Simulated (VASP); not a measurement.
# Pd (Fm-3m) in VASP: further runs

The runs below take Pd through single point, relaxation of volume and atoms at fixed shape, with PBEsol.

Everything below comes from runs of VASP 6.6.1. Logs are shortened: lines on timing, memory, paths and dates and some standing lists are left out, and cuts for length are marked.

## (1) The cell of the first run

It takes space group Fm-3m (No. 225, cubic). Conventional cell: a = 3.881 Å, b = 3.881 Å, c = 3.881 Å, α = 90.00°, β = 90.00°, γ = 90.00°. Within 3.6 Å of Pd (site symmetry m-3m) lie 12 Pd at 2.74 Å.

## (2) Single point, PBEsol

INCAR reads:

```
SYSTEM = Pd
PREC = Accurate ; ENCUT = 500
EDIFF = 1E-6 ; ISMEAR = -1
SIGMA = 0.05 ; LREAL = .FALSE.
LASPH = .TRUE. ; NELM = 120
ALGO = Normal ; ISIF = 2
LWAVE = .FALSE. ; LCHARG = .FALSE.
GGA = PS ; NBANDS = 11
GGA_COMPAT = .FALSE.
```

KPOINTS reads:

```
regular mesh
0
G
  8 8 8
  0 0 0
```

POSCAR reads:

```
Pd
1.0
    0.0000000000      1.9406028101      1.9406028101
    1.9406028101      0.0000000000      1.9406028101
    1.9406028101      1.9406028101      0.0000000000
Pd
1
Direct
    0.0000000000      0.0000000000      0.0000000000
```

Potentials or basis: VASP PAW PBE potentials, release 64 (Pd).

The run is started by

```bash
$ cat potpaw_PBE.64/Pd/POTCAR > POTCAR
$ mpirun -np 1 vasp_std > vasp.out
```

OUTCAR:

```text
SYSTEM = Pd
   PREC = Accurate
   ENCUT = 500
   EDIFF = 1E-6
   ISMEAR = -1
   LREAL = .FALSE.
   LASPH = .TRUE.
   NELM = 120
   ISIF = 2
   GGA = PS

 ion  position               nearest neighbor table
   1  0.000  0.000  0.000-

  LATTYP: Found a face centered cubic cell.
 ALAT       =     3.8812056202

  Lattice vectors:

 A1 = (   0.0000000000,   1.9406028101,   1.9406028101)
 A2 = (   1.9406028101,   0.0000000000,   1.9406028101)
 A3 = (   1.9406028101,   1.9406028101,   0.0000000000)

Analysis of symmetry for initial positions (statically):
=====================================================================
 Subroutine PRICEL returns:
 Original cell was already a primitive cell.

 Routine SETGRP: Setting up the symmetry group for a
 face centered cubic supercell.

 Subroutine GETGRP returns: Found 48 space group operations
 (whereof 48 operations were pure point group operations)
 out of a pool of 48 trial point group operations.

The static configuration has the point symmetry O_h .

Analysis of symmetry for dynamics (positions and initial velocities):
=====================================================================
 Subroutine PRICEL returns:
 Original cell was already a primitive cell.

 Routine SETGRP: Setting up the symmetry group for a
 face centered cubic supercell.

 Subroutine GETGRP returns: Found 48 space group operations
 (whereof 48 operations were pure point group operations)
 out of a pool of 48 trial point group operations.

The dynamic configuration has the point symmetry O_h .

 Subroutine INISYM returns: Found 48 space group operations
 (whereof 48 operations are pure point group operations),
 and found     1 'primitive' translations

----------------------------------------------------------------------------------------

                                     Primitive cell

  volume of cell :      14.6164

  direct lattice vectors                    reciprocal lattice vectors
     0.000000000  1.940602810  1.940602810    -0.257651899  0.257651899  0.257651899
     1.940602810  0.000000000  1.940602810     0.257651899 -0.257651899  0.257651899
     1.940602810  1.940602810  0.000000000     0.257651899  0.257651899 -0.257651899

  length of vectors
     2.744426813  2.744426813  2.744426813     0.446266180  0.446266180  0.446266180

  position of ions in fractional coordinates (direct lattice)
     0.000000000  0.000000000  0.000000000

  ion indices of the primitive-cell ions
   primitive index   ion index
                 1           1

----------------------------------------------------------------------------------------

 KPOINTS: regular mesh

Automatic generation of k-mesh.
 Grid dimensions read from file:
 generate k-points for:    8    8    8

 Generating k-lattice:

  Cartesian coordinates                     Fractional coordinates (reciprocal lattice)
    -0.032206487  0.032206487  0.032206487     0.125000000  0.000000000  0.000000000
     0.032206487 -0.032206487  0.032206487     0.000000000  0.125000000  0.000000000
     0.032206487  0.032206487 -0.032206487     0.000000000  0.000000000  0.125000000

  Length of vectors
     0.055783273  0.055783273  0.055783273

  Shift w.r.t. Gamma in fractional coordinates (k-lattice)
     0.000000000  0.000000000  0.000000000

 Subroutine IBZKPT returns following result:
 ===========================================

 Found     29 irreducible k-points:

 Following reciprocal coordinates:
            Coordinates               Weight
  0.000000  0.000000  0.000000      1.000000
  0.125000  0.000000  0.000000      8.000000
  0.250000  0.000000  0.000000      8.000000
  0.375000  0.000000  0.000000      8.000000
  0.500000  0.000000  0.000000      4.000000
  0.125000  0.125000  0.000000      6.000000
[... 16 lines left out ...]
  0.500000  0.250000  0.125000     48.000000
 -0.375000  0.250000  0.125000     24.000000
 [... further k-points ...]
   k-points           NKPTS =     29   k-points in BZ     NKDIM =     29   number of bands    NBANDS=     11
   number of dos      NEDOS =    301   number of ions     NIONS =      1
   total plane-waves  NPLWV =   8000
   dimension x,y,z NGX =    20 NGY =   20 NGZ =   20
   dimension x,y,z NGXF=    40 NGYF=   40 NGZF=   40
   ions per type =               1
   NGX,Y,Z   is equivalent  to a cutoff of  12.12, 12.12, 12.12 a.u.
   NGXF,Y,Z  is equivalent  to a cutoff of  24.23, 24.23, 24.23 a.u.
 SYSTEM =  Pd
   PREC   = accura    normal or accurate (medium, high low for compatibility)
   ISTART =      0    job   : 0-new  1-cont  2-samecut
   ICHARG =      2    charge: 1-file 2-atom 10-const
   ISPIN  =      1    spin polarized calculation?
   LNONCOLLINEAR =      F non collinear calculations
   LSORBIT =      F    spin-orbit coupling
   LASPH  =      T    aspherical Exc in radial PAW
   ENCUT  =  500.0 eV  36.75 Ry    6.06 a.u.   5.00  5.00  5.00*2*pi/ulx,y,z
   NELM   =    120;   NELMIN=  2; NELMDL= -5     # of ELM steps
   EDIFF  = 0.1E-05   stopping-criterion for ELM
   LREAL  =      F    real-space projection
[... 7 lines left out ...]
   TEBEG  =    0.0;   TEEND  =   0.0 temperature during run
   PSTRESS=    0.0 pullay stress
   NELECT =      10.0000    total number of electrons
   NUPDOWN=      -1.0000    fix difference up-down
   EMIN   =  10.00;   EMAX   =-10.00  energy-range for DOS
   EFERMI =   0.00;   METHOD = LEGACY
   ISMEAR =    -1;   SIGMA  =   0.05  broadening in eV -4-tet -1-fermi 0-gaus
   EFERMI_NEDOS =   21; number of points for ismear=-14 and -15
   IALGO  =     38    algorithm
   IMIX   =      4    mixing-type and parameters
     AMIX     =   0.40;   BMIX     =  1.00
     AMIX_MAG =   1.60;   BMIX_MAG =  1.00
  volume/ion in A,a.u.               =      14.62        98.64
  Fermi-wavevector in a.u.,A,eV,Ry     =   1.442541  2.726007 28.312699  2.080925
  Thomas-Fermi vector in A             =   2.561050
   LORBIT       =      0    0 simple, 1 ext, 2 COOP (PROOUT), +10 PAW based schemes
   GGA     = PS    functional components
   LHFCALC =     F    Hartree Fock is set to
   AEXX    =    0.0000 exact exchange contribution
   IVDW    =     0    specifies the selected vdW correction
   LEPSILON=     F    determine dielectric tensor
   LRPA    =     F    only Hartree local field effects (RPA)
 non-spin polarized calculation
  energy-cutoff  :      500.00
  volume of cell :       14.62
 maximum number of plane-waves:       388
   NGX =  9   NGY =  9   NGZ =  9

 number of electron      10.0000001 magnetization

 Free energy of the ion-electron system (eV)
  ---------------------------------------------------
  ext. energy  EPLUGINS =         0.00000000
  ---------------------------------------------------
  free energy    TOTEN  =        -5.94449858 eV

  energy without entropy =       -5.92571587  energy(sigma->0) =       -5.93510722

 E-fermi :   9.8810     XC(G=0): -13.4314

 val. band max:        9.8367263803   @ k =  -0.3750   0.3750   0.1250
 cond. band min:       9.8872664262   @ k =   0.5000   0.2500   0.0000
 fundamental gap:      0.0505400458
 Fermi energy:         9.8809751447

 k-point     1 :       0.0000    0.0000    0.0000
  band No.  band energies     occupation
      1       2.4639      2.00000
      2       6.9128      2.00000
      3       6.9128      2.00000
      4       6.9128      2.00000
      5       8.5662      2.00000
      6       8.5662      2.00000
      7      26.9072      0.00000
      8      31.7235      0.00000
      9      31.7235      0.00000
     10      31.7235      0.00000
     11      35.9336      0.00000

 k-point     2 :       0.1250    0.0000    0.0000
  band No.  band energies     occupation
      1       3.0166      2.00000
      2       6.7371      2.00000
      3       7.0885      2.00000
      4       7.0885      2.00000
      5       8.4969      2.00000
      6       8.4969      2.00000
      7      27.3678      0.00000
      8      29.0215      0.00000
      9      32.3603      0.00000
     10      32.3603      0.00000
     11      36.1095      0.00000

 k-point     3 :       0.2500    0.0000    0.0000
  band No.  band energies     occupation
      1       4.1800      2.00000
      2       6.8494      2.00000
      3       7.2115      2.00000
      4       7.2115      2.00000
      5       8.7166      2.00000
      6       8.7166      2.00000
      7      24.3190      0.00000
      8      27.9761      0.00000
      9      33.4644      0.00000
     10      33.4644      0.00000
     11      35.5708      0.00000

 k-point     4 :       0.3750    0.0000    0.0000
  band No.  band energies     occupation
      1       4.4639      2.00000
      2       6.9902      2.00000
      3       6.9902      2.00000
      4       8.8024      2.00000
      5       9.4201      1.99980
      6       9.4201      1.99980
      7      19.7932      0.00000
      8      26.8240      0.00000
      9      31.9290      0.00000
     10      31.9290      0.00000
     11      36.5741      0.00000
[... 239 lines left out ...]
 k-point    22 :       0.3750    0.2500    0.1250
  band No.  band energies     occupation
      1       5.1948      2.00000
      2       5.8684      2.00000
      3       6.9528      2.00000
      4       8.2219      2.00000
      5       8.4083      2.00000
      6      10.0765      0.03928
      7      24.8521      0.00000
      8      25.6927      0.00000
      9      29.1348      0.00000
     10      31.7787      0.00000
     11      35.4576      0.00000

 k-point    23 :       0.5000    0.2500    0.1250
  band No.  band energies     occupation
      1       5.3948      2.00000
      2       6.2928      2.00000
      3       6.7013      2.00000
      4       8.0321      2.00000
      5       9.2778      1.99999
      6      12.2541      0.00000
      7      20.4935      0.00000
      8      24.9348      0.00000
      9      27.1206      0.00000
     10      31.9065      0.00000
     11      35.6374      0.00000

 k-point    24 :      -0.3750    0.2500    0.1250
  band No.  band energies     occupation
      1       5.3368      2.00000
      2       6.0971      2.00000
      3       7.2955      2.00000
      4       7.7976      2.00000
      5       9.6556      1.97817
      6      14.6103      0.00000
      7      17.1726      0.00000
      8      25.4510      0.00000
      9      25.7707      0.00000
     10      30.9597      0.00000
     11      36.0195      0.00000

 [... further k-points ...]

------------------------ aborting loop because EDIFF is reached ----------------------------------------

  FORCE on cell =-STRESS in cart. coord.  units (eV):
  Direction    XX          YY          ZZ          XY          YZ          ZX
  --------------------------------------------------------------------------------------
  -------------------------------------------------------------------------------------
  Total       -0.0229917     -0.0229917     -0.0229917     -0.0000000     -0.0000000      0.0000000
  in kB       -2.5202438     -2.5202438     -2.5202438     -0.0000000     -0.0000000      0.0000000
  external PRESSURE =      -2.5202438 kB  Pullay stress =       0.0000000 kB

 VOLUME and BASIS-vectors are now :
 -----------------------------------------------------------------------------
  energy-cutoff  :      500.00
  volume of cell :       14.62
      direct lattice vectors                 reciprocal lattice vectors
     0.000000000  1.940602810  1.940602810    -0.257651899  0.257651899  0.257651899
     1.940602810  0.000000000  1.940602810     0.257651899 -0.257651899  0.257651899
     1.940602810  1.940602810  0.000000000     0.257651899  0.257651899 -0.257651899

 POSITION                                       TOTAL-FORCE (eV/Angst)
 -----------------------------------------------------------------------------------
      0.00000      0.00000      0.00000        -0.000000     -0.000000     -0.000000
 -----------------------------------------------------------------------------------
    total drift:                                0.000000     -0.000000      0.000000

  FREE ENERGIE OF THE ION-ELECTRON SYSTEM (eV)
  ---------------------------------------------------
  free  energy   TOTEN  =        -5.9444985763 eV

  energy  without entropy=       -5.9257158696  energy(sigma->0) =       -5.93510722
```

It took 4.1 s on 1 thread of Intel Xeon Platinum 8259CL at 2.50GHz (Skylake/Cascade Lake), shared host; peak memory 0.12 GiB.

Results:

```yaml
Free_energy: -5.9445 eV
Pressure: -0.3 GPa
Band_gap_on_the_k_mesh: zero (bands 5 and 6 overlap by 1.62 eV)
```

Caveat: the PAW data sets were made with another functional, which shifts forces and pressure a little.

## (3) Relaxation of volume and atoms at fixed shape, PBEsol

This run uses another cell than the first one, of 14.75 Å³/atom.

INCAR reads:

```
PREC = Accurate
ENCUT = 500
EDIFF = 1E-7
ISMEAR = -1
SIGMA = 0.05
LREAL = False
LASPH = True
NELM = 120
ALGO = Normal
ISIF = 8
LWAVE = False
LCHARG = False
GGA = PS
IBRION = 2
NSW = 80
EDIFFG = -0.03
GGA_COMPAT = False
NELMIN = 4
```

KPOINTS reads:

```
Automatic mesh
0
Gamma
  8 8 8
```

POSCAR reads:

```
Pd
1.0
    0.0000000000      1.9465000000      1.9465000000
    1.9465000000      0.0000000000      1.9465000000
    1.9465000000      1.9465000000      0.0000000000
Pd
1
Direct
    0.0000000000      0.0000000000      0.0000000000
```

Potentials or basis: VASP PAW PBE potentials, release 64 (Pd).

The run is started by

```bash
$ cat potpaw_PBE.64/Pd/POTCAR > POTCAR
$ mpirun -np 1 vasp_std > vasp.out
```

It took 8.6 s on 1 thread of Intel Xeon Platinum 8259CL at 2.50GHz (Skylake/Cascade Lake), shared host; peak memory 0.13 GiB.

Results (log left out):

```
Free energy                           : -5.9446 eV
Relaxed volume                        : 14.60 Å³/atom
Relaxed cell                          : a = 2.743 Å, b = 2.743 Å, c = 2.743 Å, α = 60.00°, β = 60.00°, γ = 60.00°
Space group after relaxing (to 0.1 Å) : Fm-3m (No. 225)
Energy gained by relaxing             : 1.0 meV/atom
Ionic steps                           : 3
Pressure after relaxing               : 0.0 GPa
Band gap on the k mesh                : zero (bands 5 and 6 overlap by 1.63 eV)
```

The path:
```
step  energy change (eV)  largest force (eV/Å)  pressure (GPa)  volume (Å³)
   1              0.0000                0.0000           -2.04        14.75
   2              0.0016                0.0000            3.55        14.35
   3             -0.0010                0.0000            0.00        14.60
```

Final structure:
```
CELL_PARAMETERS angstrom
0.00000 1.93974 1.93974
1.93974 0.00000 1.93974
1.93974 1.93974 0.00000
ATOMIC_POSITIONS crystal
Pd 0.00000 0.00000 0.00000
```

Levels at points of the mesh, in eV from the Fermi level:
| k point | band 1 | band 2 | band 3 | band 4 | band 5 | band 6 | band 7 | band 8 | band 9 |
| --- | --- | --- | --- | --- | --- | --- | --- | --- | --- |
| (0.00, 0.00, 0.00) | -7.43 | -2.97 | -2.97 | -2.97 | -1.32 | -1.32 | 17.03 | 21.85 | 21.85 |
| (0.50, 0.00, 0.00) | -5.51 | -3.02 | -3.02 | -0.09 | -0.09 | 0.79 | 7.27 | 16.38 | 21.01 |
| (0.50, 0.50, 0.00) | -5.60 | -5.30 | -0.11 | 0.24 | 0.24 | 3.15 | 10.73 | 13.06 | 13.06 |

Caveat: the PAW data sets were made with another functional, which shifts forces and pressure a little.
